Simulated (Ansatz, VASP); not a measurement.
**MgS in VASP and in Ansatz**

The input INCAR:

```
SYSTEM = MgS
  PREC = Accurate
  ENCUT = 600
  EDIFF = 1E-6
  ISMEAR = 0
  SIGMA = 0.5
  LREAL = .FALSE.
  LASPH = .TRUE.
  NELM = 120
  ALGO = Normal
  ISIF = 2
  LWAVE = .FALSE.
  LCHARG = .FALSE.
  GGA = PS
  NBANDS = 11
  GGA_COMPAT = .FALSE.
```

Contents of KPOINTS:

```
regular mesh
0
G
  6 6 6
  0 0 0
```

POSCAR

```
MgS
1.0
    0.0000000000      2.6015177399      2.6015177399
    2.6015177399      0.0000000000      2.6015177399
    2.6015177399      2.6015177399      0.0000000000
Mg S
1 1
Direct
    0.0000000000      0.0000000000      0.0000000000
    0.5000000000      0.5000000000      0.5000000000
```

Input for Ansatz:

```yaml
crystal:
  lattice:
    - [0.0, 2.6015177399, 2.6015177399]
    - [2.6015177399, 0.0, 2.6015177399]
    - [2.6015177399, 2.6015177399, 0.0]
  atoms:
    - { symbol: Mg, position: [0.0, 0.0, 0.0] }
    - { symbol: S, position: [0.5, 0.5, 0.5] }
kpoints:
  mp_grid: { grid: [6, 6, 6] }
hamiltonian:
  xc: pbesol
scf:
  occupations: { method: gaussian, width: 0.5 }
  n_extra_bands: 4
output:
  forces: true
  stress: true
  eigenvalues: true
```

Alike in both runs: task single point; functional PBEsol; k mesh 6 × 6 × 6; occupations gaussian, width 0.5 eV; no spin polarisation.

|  | VASP | Ansatz |
| --- | --- | --- |
| version | VASP 6.6.1 | Ansatz 0.2.0 |
| potentials or method | VASP PAW PBE potentials, release 64 (Mg, S) | plane waves |
| plane-wave cutoff (eV) | 600 | 420 |
| valence electrons in the cell | 8 | 16 |

VASP gave:

* pressure (GPa): -1.1

Task: Which values does Ansatz return?

Result: Pressure (GPa): -0.9.

VASP's potentials were made for PBE, not for PBEsol. The functional is the same, so the differences come from potentials, cutoffs and numerics. VASP's potentials hold 8 valence electrons a cell and Ansatz's 16, so a difference there can come from the potentials and not from the codes.
